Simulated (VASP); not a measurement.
Set up this calculation in VASP 6.6.1, as the native input.

- Task: single point
- Functional: PBE
- Potentials or basis: VASP PAW PBE potentials, release 64 (Cd, W_sv)
- Cutoff: 520 eV
- k mesh: 6 × 6 × 6
- Occupations: gaussian, width 0.1 eV
- Spin: no spin polarisation
- Dipole correction: no
- Further INCAR settings: ALGO = Normal; EDIFF = 1e-06; NBANDS = 27

The structure of CdW2 lies in POSCAR:

```
CdW2
1.0
    4.3956105114      0.0000000000      0.0000000000
   -2.1978052558      3.8067103681      0.0000000000
    0.0000000000      0.0000000000      3.0917150724
Cd W
1 2
Direct
    0.0000000000      0.0000000000      0.0000000000
    0.3333333333      0.6666666667      0.5000000000
    0.6666666667      0.3333333333      0.5000000000
```

The input as run:

INCAR

```
SYSTEM = CdW2
PREC = Accurate ; ENCUT = 520
EDIFF = 1E-6 ; ISMEAR = 0
SIGMA = 0.1 ; LREAL = .FALSE.
LASPH = .TRUE. ; NELM = 100
ALGO = Normal ; ISIF = 2
LWAVE = .FALSE. ; LCHARG = .FALSE.
GGA = PE ; NBANDS = 27
```

KPOINTS

```
Automatic mesh
0
G
  6 6 6
  0 0 0
```

Potentials or basis: VASP PAW PBE potentials, release 64 (Cd, W_sv).

Launch:

```sh
$ cat potpaw_PBE.64/Cd/POTCAR potpaw_PBE.64/W_sv/POTCAR > POTCAR
$ mpirun -np 1 vasp_std > vasp.out
```

Results of the run:

```
Pressure               : 11.5 GPa
Band gap on the k mesh : zero (bands 20 and 21 overlap by 1.44 eV)
```

Caveat: the stress differs along the axes, from -8 to 21 GPa; spin-orbit coupling is left out, which moves the levels of the heavy elements.

Wall time 27 s on 1 thread of Oxide Virtual Turin-like Processor, with other jobs on the host, peak memory 0.16 GiB.
